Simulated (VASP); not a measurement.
NiMoIrPdW, 5 atoms in the cell. The structure is monoclinic, space group Cm (No. 8). Conventional cell: a = 4.626 Å, b = 2.824 Å, c = 10.994 Å, α = 90.00°, β = 101.20°, γ = 90.00°. Ni (site symmetry m) has 3 Ir at 2.55 to 2.58 Å and 3 Pd at 2.63 to 2.64 Å and 6 Ni at 2.71 to 2.82 Å within 3.4 Å. Within 3.5 Å of Mo (site symmetry m) lie 3 Ir at 2.64 Å and 6 Mo at 2.71 to 2.82 Å and 4 W at 2.75 to 3.40 Å. Pd (site symmetry m) has 3 Ni at 2.63 to 2.64 Å and 3 W at 2.71 Å and 6 Pd at 2.71 to 2.82 Å within 3.5 Å. Ir (site symmetry m) has 3 Ni at 2.55 to 2.58 Å and 3 Mo at 2.64 Å and 6 Ir at 2.71 to 2.82 Å within 3.4 Å. Within 3.6 Å of W (site symmetry m) lie 3 Pd at 2.71 Å and 6 W at 2.71 to 2.82 Å and 4 Mo at 2.75 to 3.40 Å.  This cell differs from its parent crystal: volume scaled by 0.96.

| Quantity | Value |
| --- | --- |
| Program | VASP 6.6.1 |
| Task | single point |
| Functional | PBE |
| Potentials or basis | VASP PAW PBE potentials, release 64 (Ni, Mo_sv, Pd, Ir, W_sv) |
| Cutoff | 520 eV |
| k mesh | 8 × 8 × 2 |
| Occupations | fermi-dirac, width 0.05 eV |
| Spin | collinear spin, ferromagnetic start |
| Starting moments | [1.0, 1.0, 0.0, 0.6, 0.0] μB |
| Dipole correction | no |
| Further INCAR settings | ALGO = Normal; EDIFF = 1e-06; NBANDS = 40 |

Potentials or basis: VASP PAW PBE potentials, release 64 (Ni, Mo_sv, Pd, Ir, W_sv).

Launch:

```bash
$ cat potpaw_PBE.64/Ni/POTCAR potpaw_PBE.64/Mo_sv/POTCAR potpaw_PBE.64/Pd/POTCAR potpaw_PBE.64/Ir/POTCAR potpaw_PBE.64/W_sv/POTCAR > POTCAR
$ mpirun -np 1 vasp_std > vasp.out
```

Hardware: 1 thread of Oxide Virtual Turin-like Processor, on a shared host.

Question: Estimate the wall time of this run.

Answer: Wall time 6.5 min on 1 thread of Oxide Virtual Turin-like Processor, on a shared host, peak memory 0.33 GiB. Counts: scf iterations 22, k points 42.
